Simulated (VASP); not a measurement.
# Ba3Ti4O12 (a cell with a defect) in VASP: further runs, part 2 of 2

VASP 6.6.1. Earlier steps stand in the parts before.

### Step 3. Electric field gradients, PBE+U

Input file INCAR:

```
SYSTEM = Ba3Ti4O12
PREC     = Accurate       ! precision mode
ENCUT    = 520            ! plane-wave cutoff, eV
EDIFF    = 1E-8           ! SCF threshold, eV
ISMEAR   = -1             ! smearing method
SIGMA    = 0.01           ! smearing width, eV
LREAL    = Auto         
LASPH    = .True.         ! aspherical terms in the spheres
NELM     = 150            ! most SCF steps
ALGO     = Normal         ! electronic algorithm
ISIF     = 2              ! what is computed and relaxed
LWAVE    = .False.        ! write WAVECAR
LCHARG   = .False.        ! write CHGCAR
LMAXMIX  = 4              ! l up to which the mixer works
LDAU     = .True.         ! DFT+U
LDAUTYPE = 2            
LDAUL    = -1 2 -1        ! shell
LDAUU    = 0 6 0          ! U, eV
LDAUJ    = 0 0 0        
LDAUPRINT= 1            
GGA      = PE             ! functional
LEFG     = .True.       
NELECT   = 152.0        
NBANDS   = 90             ! bands
```

Input file KPOINTS:

```
Automatic mesh
0
Gamma
  3 3 3
  0 0 0
```

Input file POSCAR:

```
Ba3Ti4O12
1.0
   -4.0060000000      4.0060000000      4.0060000000
    4.0060000000     -4.0060000000      4.0060000000
    4.0060000000      4.0060000000     -4.0060000000
Ba Ti O
3 4 12
Direct
    0.0000000000      0.0000000000      0.5000000000
    0.0000000000      0.5000000000      0.0000000000
    0.5000000000      0.0000000000      0.0000000000
    0.0000000000      0.0000000000      0.0000000000
    0.5000000000      0.5000000000      0.0000000000
    0.5000000000      0.0000000000      0.5000000000
    0.0000000000      0.5000000000      0.5000000000
    0.0000000000      0.2500000000      0.2500000000
    0.5000000000      0.7500000000      0.2500000000
    0.5000000000      0.2500000000      0.7500000000
    0.0000000000      0.7500000000      0.7500000000
    0.2500000000      0.0000000000      0.2500000000
    0.7500000000      0.5000000000      0.2500000000
    0.7500000000      0.0000000000      0.7500000000
    0.2500000000      0.5000000000      0.7500000000
    0.2500000000      0.2500000000      0.0000000000
    0.7500000000      0.7500000000      0.0000000000
    0.7500000000      0.2500000000      0.5000000000
    0.2500000000      0.7500000000      0.5000000000
```

Potentials or basis: VASP PAW PBE potentials, release 64 (Ba_sv, Ti_sv, O).

Run with:

```
$ cat potpaw_PBE.64/Ba_sv/POTCAR potpaw_PBE.64/Ti_sv/POTCAR potpaw_PBE.64/O/POTCAR > POTCAR
$ mpirun -np 1 vasp_std > vasp.out
```

OUTCAR:

```text
SYSTEM = Ba3Ti4O12
   PREC = Accurate
   ENCUT = 520
   EDIFF = 1E-8
   ISMEAR = -1
   LREAL = Auto
   LASPH = .True.
   NELM = 150
   ISIF = 2
   GGA = PE
   NELECT = 152.0

 ion  position               nearest neighbor table
   1  0.000  0.000  0.500-   8 2.83  10 2.83  11 2.83  12 2.83  14 2.83  15 2.83  16 2.83  18 2.83
                            19 2.83  17 2.83  13 2.83   9 2.83   4 3.47   4 3.47   5 3.47   7 3.47
   2  0.000  0.500  0.000-   8 2.83   9 2.83  11 2.83  12 2.83  13 2.83  15 2.83  16 2.83  17 2.83
                            19 2.83  18 2.83  14 2.83  10 2.83   4 3.47   7 3.47   5 3.47   4 3.47
   3  0.500  0.000  0.000-   8 2.83   9 2.83  10 2.83  12 2.83  13 2.83  14 2.83  16 2.83  17 2.83
                            18 2.83  19 2.83  15 2.83  11 2.83   4 3.47   6 3.47   5 3.47   5 3.47
   4  0.000  0.000  0.000-   8 2.00  11 2.00  12 2.00  14 2.00  16 2.00  17 2.00   1 3.47   2 3.47
                             3 3.47   1 3.47   2 3.47   3 3.47
   5  0.500  0.500  0.000-   9 2.00  10 2.00  13 2.00  15 2.00  16 2.00  17 2.00   1 3.47   2 3.47
                             3 3.47   3 3.47   2 3.47   1 3.47
   6  0.500  0.000  0.500-   9 2.00  10 2.00  12 2.00  14 2.00  18 2.00  19 2.00   1 3.47   2 3.47
                             3 3.47   3 3.47   1 3.47   2 3.47
   7  0.000  0.500  0.500-   8 2.00  11 2.00  13 2.00  15 2.00  18 2.00  19 2.00   1 3.47   2 3.47
                             3 3.47   2 3.47   1 3.47   3 3.47
   8  0.000  0.250  0.250-   4 2.00   7 2.00   1 2.83   2 2.83   3 2.83
   9  0.500  0.750  0.250-   5 2.00   6 2.00   1 2.83   3 2.83   2 2.83
  10  0.500  0.250  0.750-   5 2.00   6 2.00   2 2.83   3 2.83   1 2.83
  11  0.000  0.750  0.750-   4 2.00   7 2.00   3 2.83   1 2.83   2 2.83
  12  0.250  0.000  0.250-   4 2.00   6 2.00   1 2.83   3 2.83   2 2.83
  13  0.750  0.500  0.250-   5 2.00   7 2.00   1 2.83   2 2.83   3 2.83
  14  0.750  0.000  0.750-   4 2.00   6 2.00   3 2.83   1 2.83   2 2.83
  15  0.250  0.500  0.750-   5 2.00   7 2.00   2 2.83   3 2.83   1 2.83
  16  0.250  0.250  0.000-   4 2.00   5 2.00   2 2.83   3 2.83   1 2.83
  17  0.750  0.750  0.000-   4 2.00   5 2.00   3 2.83   1 2.83   2 2.83
  18  0.750  0.250  0.500-   6 2.00   7 2.00   1 2.83   2 2.83   3 2.83
  19  0.250  0.750  0.500-   6 2.00   7 2.00   1 2.83   3 2.83   2 2.83

  LATTYP: Found a body centered cubic cell.
 ALAT       =     8.0120000000
[... 725 lines left out ...]
      2.00300      2.00300     -2.00300         0.000000      0.000000      0.000000
      2.00300     -2.00300      2.00300         0.000000      0.000000      0.000000
     -2.00300      2.00300      2.00300         0.000000      0.000000      0.000000
      0.00000      0.00000      0.00000         0.000000      0.000000      0.000000
      0.00000      0.00000      4.00600         0.000000      0.000000      0.000000
      0.00000      4.00600      0.00000         0.000000      0.000000      0.000000
[... 11 lines left out ...]
      0.00000      4.00600      2.00300        -0.389203      0.389203      0.000000
      4.00600      0.00000      2.00300         0.389203     -0.389203     -0.000000
 -----------------------------------------------------------------------------------
    total drift:                                0.000000      0.000000     -0.000000

  FREE ENERGIE OF THE ION-ELECTRON SYSTEM (eV)
  ---------------------------------------------------
  free  energy   TOTEN  =      -127.8754672491 eV

  energy  without entropy=     -127.8754672491  energy(sigma->0) =     -127.87546725

 Electric field gradients (V/A^2)
---------------------------------------------------------------------
 ion       V_xx      V_yy      V_zz      V_xy      V_xz      V_yz
---------------------------------------------------------------------
   1       9.892     9.892   -19.784    -0.000    -0.000    -0.000
   2       9.892   -19.784     9.892    -0.000    -0.000    -0.000
   3     -19.784     9.892     9.892    -0.000    -0.000    -0.000
   4       0.000     0.000    -0.000    -0.172    -0.172    -0.172
   5       0.000     0.000    -0.000    -0.172     0.170     0.170
   6       0.000    -0.000     0.000     0.170    -0.172     0.170
[... 11 lines left out ...]
  18     -18.504   -18.504    37.009     7.811     0.002     0.002
  19     -18.504   -18.504    37.009     7.811     0.002     0.002
---------------------------------------------------------------------

 Electric field gradients after diagonalization (V/A^2)
 (convention: |V_zz| > |V_xx| > |V_yy|)
----------------------------------------------------------------------
 ion       V_xx      V_yy      V_zz     asymmetry (V_yy - V_xx)/ V_zz
----------------------------------------------------------------------
   1       9.892     9.892   -19.784       0.000
   2       9.892     9.892   -19.784       0.000
   3       9.892     9.892   -19.784       0.000
   4       0.172     0.172    -0.344       0.000
   5       0.172     0.169    -0.341       0.008
   6       0.172     0.169    -0.341       0.008
[... 11 lines left out ...]
  18     -26.316   -10.693    37.009       0.422
  19     -26.316   -10.693    37.009       0.422
----------------------------------------------------------------------

           NMR quadrupolar parameters

 Cq : quadrupolar parameter    Cq=e*Q*V_zz/h
 eta: asymmetry parameters     (V_yy - V_xx)/ V_zz
 Q  : nuclear electric quadrupole moment in mb (millibarn)
----------------------------------------------------------------------
 ion       Cq(MHz)       eta       Q (mb)
----------------------------------------------------------------------
   1      -0.048       0.000       1.000
   2      -0.048       0.000       1.000
   3      -0.048       0.000       1.000
   4      -0.001       0.000       1.000
   5      -0.001       0.008       1.000
   6      -0.001       0.008       1.000
[... 11 lines left out ...]
  18       0.089       0.422       1.000
  19       0.089       0.422       1.000
----------------------------------------------------------------------
```

OSZICAR:

```text
N       E                     dE             d eps       ncg     rms          rms(c)
DAV:   1     0.211590900198E+04    0.21159E+04   -0.75463E+04   720   0.182E+03
DAV:   2     0.173659478928E+03   -0.19422E+04   -0.18695E+04   818   0.529E+02
DAV:   3    -0.153077925964E+03   -0.32674E+03   -0.32322E+03   902   0.217E+02
[... 13 lines left out ...]
DAV:  17    -0.127875467490E+03   -0.77707E-08   -0.13955E-06   952   0.485E-03    0.524E-03
DAV:  18    -0.127875467237E+03    0.25279E-06   -0.16894E-06   968   0.768E-03    0.376E-04
DAV:  19    -0.127875467264E+03   -0.26450E-07   -0.94681E-08   808   0.143E-03    0.411E-04
DAV:  20    -0.127875467247E+03    0.17120E-07   -0.11399E-08   592   0.619E-04    0.108E-04
DAV:  21    -0.127875467249E+03   -0.23501E-08   -0.27806E-09   504   0.260E-04
   1 F= -.12787547E+03 E0= -.12787547E+03  d E =-.720300E-16
```

Run time: 6.2 min. Hardware: 1 thread of Intel Xeon Platinum 8488C (Sapphire Rapids), shared host; peak memory 0.4 GiB.

Results:

* Free energy: -127.8755 eV
* Largest force: 0.550 eV/Å

Forces in eV/Å, atoms in the order of the input:
```
Ba   0.000  0.000  0.000
Ba   0.000  0.000  0.000
Ba   0.000  0.000  0.000
Ti   0.000  0.000  0.000
Ti   0.000  0.000  0.000
Ti   0.000  0.000  0.000
Ti   0.000  0.000  0.000
O    0.000 -0.389 -0.389
O    0.000 -0.389  0.389
O    0.000  0.389 -0.389
O    0.000  0.389  0.389
O   -0.389  0.000 -0.389
O   -0.389  0.000  0.389
O    0.389  0.000  0.389
O    0.389  0.000 -0.389
O   -0.389 -0.389  0.000
O    0.389  0.389  0.000
O   -0.389  0.389  0.000
O    0.389 -0.389  0.000
```

Levels at points of the mesh, in eV from the Fermi level:
| k point | band 72 | band 73 | band 74 | band 75 | band 76 | band 77 | band 78 | band 79 | band 80 | band 81 |
| --- | --- | --- | --- | --- | --- | --- | --- | --- | --- | --- |
| (0.00, 0.00, 0.00) | -0.70 | -0.70 | -0.59 | -0.35 | -0.35 | 2.03 | 2.03 | 2.03 | 3.44 | 3.44 |

Electric field gradients, principal values (V/Å²):
```tsv
atom	least	middle	greatest (by size)
1 Ba	9.892	9.892	-19.784
2 Ba	9.892	9.892	-19.784
3 Ba	9.892	9.892	-19.784
4 Ti	0.172	0.172	-0.344
5 Ti	0.169	0.172	-0.341
6 Ti	0.169	0.172	-0.341
7 Ti	0.169	0.172	-0.341
8 O	-10.698	-26.311	37.009
9 O	-10.693	-26.316	37.009
10 O	-10.693	-26.316	37.009
11 O	-10.698	-26.311	37.009
12 O	-10.698	-26.311	37.009
13 O	-10.693	-26.316	37.009
14 O	-10.698	-26.311	37.009
15 O	-10.693	-26.316	37.009
16 O	-10.698	-26.311	37.009
17 O	-10.698	-26.311	37.009
18 O	-10.693	-26.316	37.009
19 O	-10.693	-26.316	37.009
```

Eigenvalues of the final occupation matrices:
```csv
site,spin,trace,eigenvalues
site 4 d,1,0.76,0.09 0.10 0.10 0.24 0.24
site 4 d,2,0.76,0.09 0.10 0.10 0.24 0.24
site 5 d,1,0.76,0.09 0.10 0.10 0.24 0.24
site 5 d,2,0.76,0.09 0.10 0.10 0.24 0.24
site 6 d,1,0.76,0.09 0.10 0.10 0.24 0.24
site 6 d,2,0.76,0.09 0.10 0.10 0.24 0.24
site 7 d,1,0.76,0.09 0.10 0.10 0.24 0.24
site 7 d,2,0.76,0.09 0.10 0.10 0.24 0.24
```

Caveat: the cell carries a net charge on a neutralising background, which shifts energy and pressure; the cell is charged against a uniform background, so pressure and absolute levels hang on convention; without QUAD_EFG the Cq values of the log hold for a quadrupole moment of 1 mb, not for the nuclei; spin-orbit coupling is left out, which moves the levels of the heavy elements.
